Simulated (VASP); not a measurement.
**Mo: single point with PBE+D3(BJ)**

The system is Mo, a slab with vacuum.

```
Mo
1.0
     4.42677    0.00000    0.00000
     0.00000    4.42677    0.00000
     0.00000    0.00000   23.26040
Mo
10
Direct
  0.00000 0.50000 0.36543
  0.50000 0.00000 0.36543
  0.00000 0.00000 0.43271
  0.50000 0.50000 0.43271
  0.00000 0.50000 0.49873
  0.50000 0.00000 0.49873
  0.00000 0.00000 0.56904
  0.50000 0.50000 0.56904
  0.00000 0.50000 0.62837
  0.50000 0.00000 0.62837
```

```json
{
  "Program": "VASP 6.6.1",
  "Task": "single point",
  "Functional": "PBE",
  "Dispersion": "D3(BJ)",
  "Potentials or basis": "VASP PAW PBE potentials, release 64 (Mo_sv)",
  "Cutoff": "400 eV",
  "k mesh": "7 × 7 × 1",
  "Occupations": "gaussian, width 0.1 eV",
  "Spin": "no spin polarisation",
  "Dipole correction": "yes",
  "Further INCAR settings": "ALGO = Normal; EDIFF = 1e-06; NBANDS = 81; NELMDL = -8"
}
```

| Property | Result |
| --- | --- |
| Largest force | 0.972 eV/Å |
| Band gap on the k mesh | zero (bands 70 and 71 overlap by 0.42 eV) |
| Dispersion energy per atom | -0.507 eV |

Forces on the atoms (eV/Å):
```
Mo   0.000  0.000  0.928
Mo   0.000  0.000  0.928
Mo   0.000  0.000 -0.972
Mo   0.000  0.000 -0.972
Mo   0.000  0.000  0.009
Mo   0.000  0.000  0.009
Mo   0.000  0.000 -0.014
Mo   0.000  0.000 -0.014
Mo   0.000  0.000  0.049
Mo   0.000  0.000  0.049
```

Levels at points of the mesh, in eV from the Fermi level:
```csv
k point,band 66,band 67,band 68,band 69,band 70,band 71,band 72,band 73
"(0.00, 0.00, 0.00)",-0.63,-0.31,-0.18,-0.08,-0.06,-0.06,-0.03,1.27
```

Run time: 17 min on 1 thread of Oxide Virtual Turin-like Processor, with other jobs on the host, peak memory 0.43 GiB.
